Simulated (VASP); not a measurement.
Here is a VASP 6.6.1 calculation.

The input POSCAR:

```
Sn
1.0
   -1.8912857987      1.8912857987      1.8912857987
    1.8912857987     -1.8912857987      1.8912857987
    1.8912857987      1.8912857987     -1.8912857987
Sn
1
Direct
    0.0000000000      0.0000000000      0.0000000000
```

Contents of INCAR.step1:

```
SYSTEM = Sn
PREC     = Accurate       ! precision mode
ENCUT    = 520            ! plane-wave cutoff, eV
ISMEAR   = 0              ! smearing method
SIGMA    = 0.1            ! smearing width, eV
LREAL    = .FALSE.        ! projectors in reciprocal space
LASPH    = .TRUE.         ! aspherical terms in the spheres
NELM     = 60             ! most SCF steps
NBANDS   = 13             ! bands
GGA      = PE             ! functional
ALGO     = Normal         ! electronic algorithm
EDIFF    = 1E-4           ! SCF threshold, eV
LWAVE    = .TRUE.         ! write WAVECAR
LCHARG   = .FALSE.        ! write CHGCAR
```

File INCAR.step2:

```
SYSTEM = Sn
PREC     = Accurate       ! precision mode
ENCUT    = 520            ! plane-wave cutoff, eV
EDIFF    = 1E-6           ! SCF threshold, eV
ISMEAR   = 0              ! smearing method
SIGMA    = 0.1            ! smearing width, eV
LREAL    = .FALSE.        ! projectors in reciprocal space
LASPH    = .TRUE.         ! aspherical terms in the spheres
NELM     = 60             ! most SCF steps
ALGO     = Normal         ! electronic algorithm
ISIF     = 2              ! what is computed and relaxed
LWAVE    = .FALSE.        ! write WAVECAR
LCHARG   = .TRUE.         ! write CHGCAR
METAGGA  = R2SCAN         ! meta-GGA
LMIXTAU  = .TRUE.       
LELF     = .TRUE.         ! ELF
LVHAR    = .TRUE.       
NBANDS   = 13             ! bands
ISTART   = 1
```

KPOINTS

```
regular mesh
0
G
  16 16 16
  0 0 0
```

Potentials or basis: VASP PAW PBE potentials, release 64 (Sn_d).

Launch:

```bash
$ cat potpaw_PBE.64/Sn_d/POTCAR > POTCAR
$ cp INCAR.step1 INCAR
$ mpirun -np 1 vasp_std > vasp.out
$ cp INCAR.step2 INCAR
$ mpirun -np 1 vasp_std > vasp.out
```

Question: What does it give for the pressure?

Answer: 0.0 GPa.

Question: Estimate the band gap on the k mesh.

Answer: Zero (band 7 reaches 16.56 eV, above the bottom of band 8 at 5.55 eV).

Caveat: the PAW data sets were made with another functional, which shifts forces and pressure a little; spin-orbit coupling is left out, which moves the levels of the heavy elements.
